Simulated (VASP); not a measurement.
Write the native input for VASP 6.6.1 that does the following.

| Item | Value |
| --- | --- |
| Task | single point |
| Functional | PBE |
| Potentials or basis | VASP PAW PBE potentials, release 64 (Co, Sn_d) |
| Cutoff | 520 eV |
| k mesh | 12 × 12 × 12 |
| Occupations | gaussian, width 0.15 eV |
| Spin | no spin polarisation |
| Dipole correction | no |
| Further INCAR settings | ALGO = Fast; EDIFF = 1e-07; NBANDS = 44 |

The structure of CoSn lies in POSCAR:

```
CoSn
1.0
    5.4458624855      0.0000000000      0.0000000000
   -2.7229312428      4.7162552580      0.0000000000
    0.0000000000      0.0000000000      4.0015518944
Co Sn
3 3
Direct
    0.0000000000      0.5000000000      0.0000000000
    0.5000000000      0.5000000000      0.0000000000
    0.5000000000      0.0000000000      0.0000000000
    0.6666666667      0.3333333333      0.5000000000
    0.3333333333      0.6666666667      0.5000000000
    0.0000000000      0.0000000000      0.0000000000
```

This cell differs from its parent crystal: ratio of the length along z to the lengths across it x 0.92, volume and fractional coordinates fixed.

One way to write it, as run:

INCAR

```
SYSTEM = CoSn
  ALGO = Fast
  EDIFF = 1E-7
  ENCUT = 520
  GGA = PE
  ISIF = 2
  ISMEAR = 0
  LASPH = .True.
  LCHARG = .False.
  LREAL = .False.
  LWAVE = .False.
  NBANDS = 44
  NELM = 100
  PREC = Accurate
  SIGMA = 0.15
```

KPOINTS

```
k-points
0
Gamma
  12 12 12
  0 0 0
```

Potentials or basis: VASP PAW PBE potentials, release 64 (Co, Sn_d).

Run with:

```sh
$ cat potpaw_PBE.64/Co/POTCAR potpaw_PBE.64/Sn_d/POTCAR > POTCAR
$ mpirun -np 1 vasp_std > vasp.out
```

It gave:

```
Pressure               : 0.9 GPa
Band gap on the k mesh : zero (an odd number of electrons rules out a gap without spin polarisation)
```

Caveat: spin-orbit coupling is left out, which moves the levels of the heavy elements; the run has no spin polarisation, though such a crystal can be magnetic.

It took 6.7 min on 1 thread of Intel(R) Xeon(R) 6975P-C (Granite Rapids) (shared host), peak memory 0.56 GiB.
